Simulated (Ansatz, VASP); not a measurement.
# GaAs in VASP and in Ansatz

File INCAR:

```
SYSTEM = GaAs
PREC = Accurate ; ENCUT = 500
EDIFF = 1E-7 ; ISMEAR = 0
SIGMA = 0.01 ; LREAL = .FALSE.
LASPH = .TRUE. ; NELM = 120
ALGO = Normal ; ISIF = 3
LWAVE = .FALSE. ; LCHARG = .FALSE.
GGA = PS ; IBRION = 2
NSW = 100 ; EDIFFG = -0.002
GGA_COMPAT = .FALSE. ; NELMIN = 4
```

File KPOINTS:

```
Automatic mesh
0
G
  10 10 10
  0 0 0
```

Contents of POSCAR:

```
GaAs
1.0
    0.0000000000      2.8750910500      2.8750910500
    2.8750910500      0.0000000000      2.8750910500
    2.8750910500      2.8750910500      0.0000000000
Ga As
1 1
Direct
    0.0000000000      0.0000000000      0.0000000000
    0.7500000000      0.7500000000      0.7500000000
```

Input for Ansatz:

```yaml
crystal:
  lattice:
    - [0.0, 2.87509105, 2.87509105]
    - [2.87509105, 0.0, 2.87509105]
    - [2.87509105, 2.87509105, 0.0]
  atoms:
    - { symbol: Ga, position: [0.0, 0.0, 0.0] }
    - { symbol: As, position: [0.75, 0.75, 0.75] }
basis:
  ecutwfc: 420
kpoints:
  mp_grid: { grid: [10, 10, 10] }
hamiltonian:
  xc: pbesol
  pseudopotentials: { kind: paw }
scf:
  occupations: { method: gaussian, width: 0.01 }
output:
  forces: true
  stress: true
  eigenvalues: true
  write_density: true
  write_potential: true
  elf: true
  volumetric_format: npy
relax:
  adjacent_minimum: "off"
  f_tol: 0.002
  max_steps: 80
  cell: { stress_tol: 0.02 }
```

Alike in both runs: task relaxation of cell and atoms; functional PBEsol; k mesh 10 × 10 × 10; occupations gaussian, width 0.01 eV; no spin polarisation.

|  | VASP | Ansatz |
| --- | --- | --- |
| version | VASP 6.6.1 | Ansatz 0.2.0 |
| potentials or method | VASP PAW PBE potentials, release 64 (Ga_d, As), cutoff 500 eV | scalar-relativistic, plane waves, PAW |
| valence electrons in the cell | 18 | 28 |

|  | VASP | Ansatz | Ansatz less VASP |
| --- | --- | --- | --- |
| gap on the k mesh at the Fermi level, each at its own relaxed structure (eV) | 0.42 | 0.42 | +0.003 |
| relaxed volume (Å³/atom) | 22.71 | 22.65 | -0.051 |
| relaxed cell length with the largest relative difference (Å) | 4.005 | 4.002 | -0.0030 |

VASP's potentials were made for PBE, not for PBEsol. VASP's potentials hold 18 valence electrons a cell and Ansatz's 28, so a difference there can come from the potentials and not from the codes.
